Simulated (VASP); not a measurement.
# Nb2Si2O (P-3m1) in VASP: a series of runs

Runs on Nb2Si2O. Level: PBE. Tasks: single point, relaxation of cell and atoms.

Everything below comes from runs of VASP 6.6.1. Logs are shortened: lines on timing, memory, paths and dates and some standing lists are left out, and cuts for length are marked.

### 1 The cell of the first run

The structure is trigonal, space group P-3m1 (No. 164). The conventional cell has a = 3.514 Å, b = 3.514 Å, c = 6.704 Å, α = 90.00°, β = 90.00°, γ = 120.00°. Within 3.0 Å of Nb (site symmetry 3m) lie 3 O at 2.28 Å and 4 Si at 2.68 to 2.90 Å and 3 Nb at 2.89 Å. Si (site symmetry 3m) has 3 Si at 2.33 Å and 4 Nb at 2.68 to 2.90 Å within 3.1 Å. O (site symmetry -3m) has 6 Nb at 2.28 Å within 3.0 Å.

The cell was built from a structure type or drawn by symmetry, and may not be a known phase.

### 2 Single point, PBE

Contents of INCAR:

```
SYSTEM = Nb2Si2O
ALGO = Normal
EDIFF = 1E-6
ENCUT = 520
GGA = PE
ISIF = 2
ISMEAR = 0
LASPH = .TRUE.
LCHARG = .FALSE.
LREAL = .FALSE.
LWAVE = .FALSE.
NBANDS = 28
NELM = 60
PREC = Accurate
SIGMA = 0.1
```

Contents of KPOINTS:

```
k-points
0
G
  6 6 4
  0 0 0
```

Contents of POSCAR:

```
Nb2Si2O
1.0
    3.5136784363     -0.0000000026      0.0000000000
   -1.7568392159      3.0429347879      0.0000000000
    0.0000000000      0.0000000000      6.7044386993
Nb Si O
2 2 1
Direct
    0.3333333333      0.6666666667      0.1537968310
    0.6666666667      0.3333333333      0.8462031690
    0.3333333333      0.6666666667      0.5858322642
    0.6666666667      0.3333333333      0.4141677358
    0.0000000000      0.0000000000      0.0000000000
```

Potentials or basis: VASP PAW PBE potentials, release 64 (Nb_sv, Si, O).

On the command line:

```
> cat potpaw_PBE.64/Nb_sv/POTCAR potpaw_PBE.64/Si/POTCAR potpaw_PBE.64/O/POTCAR > POTCAR
> mpirun -np 1 vasp_std > vasp.out
```

OUTCAR:

```text
SYSTEM = Nb2Si2O
   EDIFF = 1E-6
   ENCUT = 520
   GGA = PE
   ISIF = 2
   ISMEAR = 0
   LASPH = .TRUE.
   LREAL = .FALSE.
   NELM = 60
   PREC = Accurate

 ion  position               nearest neighbor table
   1  0.333  0.667  0.154-   5 2.28   5 2.28   5 2.28   4 2.68   4 2.68   4 2.68   2 2.89   2 2.89
                             2 2.89   3 2.90
   2  0.667  0.333  0.846-   5 2.28   5 2.28   5 2.28   3 2.68   3 2.68   3 2.68   1 2.89   1 2.89
                             1 2.89   4 2.90
   3  0.333  0.667  0.586-   4 2.33   4 2.33   4 2.33   2 2.68   2 2.68   2 2.68   1 2.90
   4  0.667  0.333  0.414-   3 2.33   3 2.33   3 2.33   1 2.68   1 2.68   1 2.68   2 2.90
   5  0.000  0.000  0.000-   1 2.28   2 2.28   2 2.28   1 2.28   2 2.28   1 2.28

  LATTYP: Found a hexagonal cell.
 ALAT       =     3.5136784363
 C/A-ratio  =     1.9080968338

  Lattice vectors:

 A1 = (   3.5136784363,  -0.0000000026,   0.0000000000)
 A2 = (  -1.7568392159,   3.0429347879,   0.0000000000)
 A3 = (   0.0000000000,   0.0000000000,   6.7044386993)

Analysis of symmetry for initial positions (statically):
=====================================================================
 Subroutine PRICEL returns:
 Original cell was already a primitive cell.

 Routine SETGRP: Setting up the symmetry group for a
 hexagonal supercell.

 Subroutine GETGRP returns: Found 12 space group operations
 (whereof 12 operations were pure point group operations)
 out of a pool of 24 trial point group operations.

The static configuration has the point symmetry D_3d.

Analysis of symmetry for dynamics (positions and initial velocities):
=====================================================================
 Subroutine PRICEL returns:
 Original cell was already a primitive cell.

 Routine SETGRP: Setting up the symmetry group for a
 hexagonal supercell.

 Subroutine GETGRP returns: Found 12 space group operations
 (whereof 12 operations were pure point group operations)
 out of a pool of 24 trial point group operations.

The dynamic configuration has the point symmetry D_3d.

 Subroutine INISYM returns: Found 12 space group operations
 (whereof 12 operations are pure point group operations),
 and found     1 'primitive' translations

----------------------------------------------------------------------------------------
[... 97 lines left out ...]
   NELM   =     60;   NELMIN=  2; NELMDL= -5     # of ELM steps
   EDIFF  = 0.1E-05   stopping-criterion for ELM
   LREAL  =      F    real-space projection
   EDIFFG = 0.1E-04   stopping-criterion for IOM
   NSW    =      0    number of steps for IOM
   IBRION =     -1    ionic relax: 0-MD 1-quasi-New 2-CG
   NFREE  =      0    steps in history (QN), initial steepest desc. (CG)
   ISIF   =      2    stress and relaxation
   ISYM   =      2    0-nonsym 1-usesym 2-fastsym
   POTIM  = 0.5000    time-step for ionic-motion
   TEBEG  =    0.0;   TEEND  =   0.0 temperature during run
   PSTRESS=    0.0 pullay stress
   NELECT =      40.0000    total number of electrons
   NUPDOWN=      -1.0000    fix difference up-down
   EMIN   =  10.00;   EMAX   =-10.00  energy-range for DOS
   EFERMI =   0.00;   METHOD = LEGACY
   ISMEAR =     0;   SIGMA  =   0.10  broadening in eV -4-tet -1-fermi 0-gaus
   EFERMI_NEDOS =   21; number of points for ismear=-14 and -15
   IALGO  =     38    algorithm
   IMIX   =      4    mixing-type and parameters
     AMIX     =   0.40;   BMIX     =  1.00
     AMIX_MAG =   1.60;   BMIX_MAG =  1.00
  volume/ion in A,a.u.               =      14.34        96.75
  Fermi-wavevector in a.u.,A,eV,Ry     =   1.347791  2.546955 24.715525  1.816540
  Thomas-Fermi vector in A             =   2.475513
   LORBIT       =      0    0 simple, 1 ext, 2 COOP (PROOUT), +10 PAW based schemes
   GGA     = PE    functional components
   LHFCALC =     F    Hartree Fock is set to
   AEXX    =    0.0000 exact exchange contribution
   IVDW    =     0    specifies the selected vdW correction
   LEPSILON=     F    determine dielectric tensor
   LRPA    =     F    only Hartree local field effects (RPA)
 non-spin polarized calculation
 Gauss-broadening in eV      SIGMA  =   0.10
  energy-cutoff  :      520.00
  volume of cell :       71.68
 maximum number of plane-waves:      1963
 NGX is ok and might be reduce to    28

 number of electron      40.0000003 magnetization

 Free energy of the ion-electron system (eV)
  ---------------------------------------------------
  ext. energy  EPLUGINS =         0.00000000
  ---------------------------------------------------
  free energy    TOTEN  =       -39.03917741 eV

  energy without entropy =      -39.02559642  energy(sigma->0) =      -39.03238691

 E-fermi :  10.9555     XC(G=0): -11.8521

 val. band max:       10.9375713831   @ k =   0.1667   0.1667   0.0000
 cond. band min:      11.0601256718   @ k =   0.1667   0.0000   0.5000
 fundamental gap:      0.1225542888
 Fermi energy:        10.9554773976

 k-point     1 :       0.0000    0.0000    0.0000
  band No.  band energies     occupation
      1     -44.7232      2.00000
      2     -44.5784      2.00000
      3     -21.1230      2.00000
      4     -20.7617      2.00000
      5     -20.7617      2.00000
      6     -20.5744      2.00000
[... 733 lines left out ...]
     27      14.2069      0.00000
     28      14.2069      0.00000

------------------------ aborting loop because EDIFF is reached ----------------------------------------

  FORCE on cell =-STRESS in cart. coord.  units (eV):
  Direction    XX          YY          ZZ          XY          YZ          ZX
  --------------------------------------------------------------------------------------
  -------------------------------------------------------------------------------------
  Total       -0.0876690     -0.0876690     -0.0674656      0.0000000     -0.0000000      0.0000000
  in kB       -1.9594744     -1.9594744     -1.5079125      0.0000000     -0.0000000      0.0000000
  external PRESSURE =      -1.8089537 kB  Pullay stress =       0.0000000 kB

 VOLUME and BASIS-vectors are now :
 -----------------------------------------------------------------------------
  energy-cutoff  :      520.00
  volume of cell :       71.68
      direct lattice vectors                 reciprocal lattice vectors
     3.513678436 -0.000000003  0.000000000     0.284602026  0.164315056  0.000000000
    -1.756839216  3.042934788  0.000000000     0.000000000  0.328630112  0.000000000
     0.000000000  0.000000000  6.704438699     0.000000000  0.000000000  0.149154917

 POSITION                                       TOTAL-FORCE (eV/Angst)
 -----------------------------------------------------------------------------------
      0.00000      2.02862      1.03112        -0.000000     -0.000000      0.018476
      1.75684      1.01431      5.67332         0.000000      0.000000     -0.018476
      0.00000      2.02862      3.92768         0.000000     -0.000000     -0.005963
      1.75684      1.01431      2.77676         0.000000     -0.000000      0.005963
      0.00000      0.00000      0.00000         0.000000     -0.000000      0.000000
 -----------------------------------------------------------------------------------
    total drift:                                0.000000      0.000000      0.000000

  FREE ENERGIE OF THE ION-ELECTRON SYSTEM (eV)
  ---------------------------------------------------
  free  energy   TOTEN  =       -39.0391774051 eV

  energy  without entropy=      -39.0255964162  energy(sigma->0) =      -39.03238691
```

OSZICAR:

```text
N       E                     dE             d eps       ncg     rms          rms(c)
DAV:   1     0.368433169993E+03    0.36843E+03   -0.20813E+04  1352   0.141E+03
DAV:   2    -0.110833198106E+02   -0.37952E+03   -0.36925E+03  1616   0.499E+02
DAV:   3    -0.404864074913E+02   -0.29403E+02   -0.28736E+02  2352   0.107E+02
DAV:   4    -0.425063155079E+02   -0.20199E+01   -0.20013E+01  2152   0.234E+01
DAV:   5    -0.425683128166E+02   -0.61997E-01   -0.61848E-01  2260   0.421E+00    0.136E+01
DAV:   6    -0.393541768396E+02    0.32141E+01   -0.22885E+01  1952   0.279E+01    0.598E+00
DAV:   7    -0.390530557647E+02    0.30112E+00   -0.28271E+00  2172   0.107E+01    0.329E+00
DAV:   8    -0.390375681302E+02    0.15488E-01   -0.22379E-01  1920   0.315E+00    0.734E-01
DAV:   9    -0.390388859835E+02   -0.13179E-02   -0.30537E-02  2424   0.105E+00    0.354E-01
DAV:  10    -0.390390645759E+02   -0.17859E-03   -0.18126E-03  1980   0.351E-01    0.147E-01
DAV:  11    -0.390391812269E+02   -0.11665E-03   -0.42224E-04  1836   0.181E-01    0.394E-02
DAV:  12    -0.390391756661E+02    0.55608E-05   -0.41342E-05  2176   0.635E-02    0.153E-02
DAV:  13    -0.390391784931E+02   -0.28270E-05   -0.50460E-06  1712   0.198E-02    0.638E-03
DAV:  14    -0.390391773784E+02    0.11147E-05   -0.80423E-07   944   0.902E-03    0.227E-03
DAV:  15    -0.390391774051E+02   -0.26705E-07   -0.23466E-07   940   0.554E-03
   1 F= -.39039177E+02 E0= -.39032387E+02  d E =-.135810E-01
```

It took 30 s on 1 thread of AMD EPYC 9R45 (Zen 5), shared host; peak memory 0.18 GiB.

What came out:

- Free energy: -39.0392 eV
- Pressure: -0.2 GPa
- Largest force: 0.018 eV/Å
- Band gap on the k mesh: zero (bands 20 and 21 overlap by 0.85 eV)

Forces on the atoms (eV/Å):
```
Nb   0.000  0.000  0.018
Nb   0.000  0.000 -0.018
Si   0.000  0.000 -0.006
Si   0.000  0.000  0.006
O    0.000  0.000  0.000
```

### 3 Single point, PBE

This run uses another cell than the first one, of 15.51 Å³/atom.

Contents of INCAR:

```
PREC = Accurate
ENCUT = 520
EDIFF = 1E-7
ISMEAR = 0
SIGMA = 0.1
LREAL = F
LASPH = T
NELM = 100
ALGO = Normal
ISIF = 2
LWAVE = F
LCHARG = F
GGA = PE
NBANDS = 28
```

Contents of KPOINTS:

```
Automatic mesh
0
Gamma
  6 6 4
```

Contents of POSCAR:

```
Nb2Si2O
1.0
    3.8481668500      0.0000000000      0.0000000000
   -1.9240834200      3.3326102500      0.0000000000
    0.0000000000      0.0000000000      6.0482866800
Nb Si O
2 2 1
Direct
    0.3333333300      0.6666666700      0.2585000100
    0.6666666700      0.3333333300      0.7414999900
    0.3333333300      0.6666666700      0.6438000200
    0.6666666700      0.3333333300      0.3561999800
    0.0000000000      0.0000000000      0.0000000000
```

Potentials or basis: VASP PAW PBE potentials, release 64 (Nb_sv, Si, O).

On the command line:

```
> cat potpaw_PBE.64/Nb_sv/POTCAR potpaw_PBE.64/Si/POTCAR potpaw_PBE.64/O/POTCAR > POTCAR
> mpirun -np 1 vasp_std > vasp.out
```

Wall time 34 s (1 thread of AMD EPYC 9R45 (Zen 5), shared host); peak memory 0.19 GiB.

Results (log left out):

* Free energy: -32.4336 eV
* Pressure: 25.2 GPa
* Largest force: 4.227 eV/Å
* Band gap on the k mesh: zero (bands 20 and 21 overlap by 0.79 eV)

Forces in eV/Å, atoms in the order of the input:
```
Nb   0.000  0.000 -4.227
Nb   0.000  0.000  4.227
Si   0.000  0.000  0.281
Si   0.000  0.000 -0.281
O    0.000  0.000  0.000
```

Stress tensor (GPa, compression positive):
```
29.25  0.00  0.00
 0.00 29.25  0.00
 0.00  0.00 17.23
```

Levels at points of the mesh, in eV from the Fermi level:
```tsv
k point	band 18	band 19	band 20	band 21	band 22	band 23
(0.00, 0.00, 0.00)	-1.57	-1.57	-0.67	-0.67	0.32	1.25
(0.50, 0.00, 0.00)	-0.51	-0.36	-0.22	0.19	0.31	0.76
(0.00, 0.00, 0.50)	-1.75	-1.42	-1.16	-0.09	-0.09	0.42
(0.50, 0.00, 0.50)	-1.12	-0.52	-0.14	0.50	0.71	1.20
```

Caveat: the cell stands under pressure; forces of over 1 eV/Å act on the atoms, so gaps and moduli don't describe the material at rest.

### 4 Single point, PBE

This run uses another cell than the first one: it holds 10 atoms, not 5.

Contents of INCAR:

```
ALGO     = Normal         # electronic algorithm
EDIFF    = 1E-7           # SCF threshold, eV
ENCUT    = 520            # plane-wave cutoff, eV
GGA      = PE             # functional
ISIF     = 2              # what is computed and relaxed
ISMEAR   = 0              # smearing method
LASPH    = True           # aspherical terms in the spheres
LCHARG   = True           # write CHGCAR
LELF     = True           # ELF
LREAL    = False          # projectors in reciprocal space
LVHAR    = True         
LWAVE    = False          # write WAVECAR
NBANDS   = 51             # bands
NELM     = 100            # most SCF steps
PREC     = Accurate       # precision mode
SIGMA    = 0.2            # smearing width, eV
```

Contents of KPOINTS:

```
k-points
0
Gamma
  6 6 2
```

Contents of POSCAR:

```
Nb2Si2O
1.0
    3.5165032393      0.0000000000      0.0000000000
   -1.7582516196      3.0453811378      0.0000000000
    0.0000000000      0.0000000000     13.4053948289
Nb Si O
4 4 2
Direct
    0.3333333333      0.6666666667      0.0769277019
    0.3333333333      0.6666666667      0.5769277019
    0.6666666667      0.3333333333      0.4230722981
    0.6666666667      0.3333333333      0.9230722981
    0.3333333333      0.6666666667      0.2929340507
    0.3333333333      0.6666666667      0.7929340507
    0.6666666667      0.3333333333      0.2070659493
    0.6666666667      0.3333333333      0.7070659493
    1.0000000000      0.0000000000      0.0000000000
    1.0000000000      0.0000000000      0.5000000000
```

On the command line:

```
> cat potpaw_PBE.64/Nb_sv/POTCAR potpaw_PBE.64/Si/POTCAR potpaw_PBE.64/O/POTCAR > POTCAR
> mpirun -np 1 vasp_std > vasp.out
```

Run time: 84 s. Hardware: 1 thread of AMD EPYC 9R45 (Zen 5), shared host; peak memory 0.27 GiB.

It converged, with:

| Item | Value |
| --- | --- |
| Free energy | -78.1152 eV |
| Pressure | -0.4 GPa |
| Largest force | 0.082 eV/Å |
| Band gap on the k mesh | zero (bands 40 and 41 overlap by 0.34 eV) |

Forces on the atoms (eV/Å):
```
Nb   0.000  0.000  0.082
Nb   0.000  0.000  0.082
Nb   0.000  0.000 -0.082
Nb   0.000  0.000 -0.082
Si   0.000  0.000 -0.007
Si   0.000  0.000 -0.007
Si   0.000  0.000  0.007
Si   0.000  0.000  0.007
O    0.000  0.000  0.000
O    0.000  0.000  0.000
```

Stress tensor (GPa, compression positive):
```
-0.47  0.00  0.00
 0.00 -0.47  0.00
 0.00  0.00 -0.22
```

Levels at points of the mesh, in eV from the Fermi level:
| k point | band 36 | band 37 | band 38 | band 39 | band 40 | band 41 | band 42 | band 43 | band 44 | band 45 |
| --- | --- | --- | --- | --- | --- | --- | --- | --- | --- | --- |
| (0.00, 0.00, 0.00) | -1.49 | -1.15 | -0.99 | -0.99 | -0.56 | -0.29 | -0.29 | 0.81 | 0.81 | 0.83 |
| (0.50, 0.00, 0.00) | -2.97 | -0.77 | -0.59 | -0.33 | -0.16 | 0.39 | 0.64 | 1.07 | 1.34 | 1.44 |
| (0.00, 0.00, 0.50) | -1.38 | -1.38 | -1.38 | -0.97 | -0.97 | 0.51 | 0.51 | 0.51 | 0.51 | 0.85 |
| (0.50, 0.00, 0.50) | -3.00 | -0.46 | -0.46 | -0.44 | -0.44 | 0.59 | 0.59 | 0.90 | 0.90 | 1.44 |

### 5 Single point, PBE

Contents of INCAR:

```
PREC     = Accurate       # precision mode
ENCUT    = 520            # plane-wave cutoff, eV
EDIFF    = 1E-6           # SCF threshold, eV
ISMEAR   = 0              # smearing method
SIGMA    = 0.1            # smearing width, eV
LREAL    = F              # projectors in reciprocal space
LASPH    = T              # aspherical terms in the spheres
NELM     = 100            # most SCF steps
ALGO     = Normal         # electronic algorithm
ISIF     = 2              # what is computed and relaxed
LWAVE    = F              # write WAVECAR
LCHARG   = T              # write CHGCAR
GGA      = PE             # functional
LELF     = T              # ELF
LVHAR    = T            
NBANDS   = 28             # bands
```

Contents of KPOINTS:

```
Automatic mesh
0
Gamma
  12 12 6
```

Contents of POSCAR:

```
Nb2Si2O
1.0
    3.5165032393      0.0000000000      0.0000000000
   -1.7582516196      3.0453811378      0.0000000000
    0.0000000000      0.0000000000      6.7026974145
Nb Si O
2 2 1
Direct
    0.3333333333      0.6666666667      0.1538554039
    0.6666666667      0.3333333333      0.8461445961
    0.3333333333      0.6666666667      0.5858681014
    0.6666666667      0.3333333333      0.4141318986
    0.0000000000      0.0000000000      0.0000000000
```

On the command line:

```
> cat potpaw_PBE.64/Nb_sv/POTCAR potpaw_PBE.64/Si/POTCAR potpaw_PBE.64/O/POTCAR > POTCAR
> mpirun -np 1 vasp_std > vasp.out
```

Wall time 1.8 min (1 thread of AMD EPYC 9R45 (Zen 5), shared host); peak memory 0.28 GiB.

The run converged. Its results:

| Item | Value |
| --- | --- |
| Free energy | -38.9808 eV |
| Pressure | -0.2 GPa |
| Largest force | 0.007 eV/Å |
| Band gap on the k mesh | zero (bands 20 and 21 overlap by 0.86 eV) |

Forces on the atoms (eV/Å):
```
Nb   0.000  0.000  0.007
Nb   0.000  0.000 -0.007
Si   0.000  0.000 -0.002
Si   0.000  0.000  0.002
O    0.000  0.000  0.000
```

Levels at points of the mesh, in eV from the Fermi level:
```csv
k point,band 17,band 18,band 19,band 20,band 21,band 22,band 23,band 24
"(0.00, 0.00, 0.00)",-1.99,-1.56,-1.56,-1.21,0.75,0.75,0.76,1.56
"(0.50, 0.00, 0.00)",-3.22,-3.05,-0.83,-0.23,0.32,1.00,1.38,1.48
"(0.00, 0.00, 0.50)",-1.67,-1.07,-1.07,-0.63,-0.35,-0.35,1.29,1.29
"(0.50, 0.00, 0.50)",-3.13,-3.06,-0.65,-0.41,0.57,1.27,1.47,1.51
```

[end of part 1 of 2]
